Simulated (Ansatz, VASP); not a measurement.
One calculation of Bi, two programs

```
Bi
1.0
     3.19558    0.00000    0.00000
     0.00000    3.19558    0.00000
     0.00000    0.00000    3.19558
Bi
1
Cartesian
  0.0000 0.0000 0.0000
```

Alike in both runs: task single point; functional LDA; k mesh 10 × 10 × 10; occupations fermi-dirac, width 0.1 eV; non-collinear spin, spin-orbit coupling.

```csv
,VASP,Ansatz
version,VASP 6.6.1,Ansatz 0.2.0
potentials or method,"VASP PAW LDA potentials, release 64 (Bi_d), cutoff 520 eV","plane waves (420 eV) with PAW, fully relativistic with spin-orbit coupling"
valence electrons in the cell,15,15
```

|  | VASP | Ansatz | Ansatz less VASP |
| --- | --- | --- | --- |
| net moment per atom (μB) | 0.00 | 0.00 | 0.000 |

Ansatz warns that its potentials were made for another functional, while VASP's fit it. LDA's correlation is that of Perdew and Zunger in VASP and of Perdew and Wang (1992) in Ansatz.
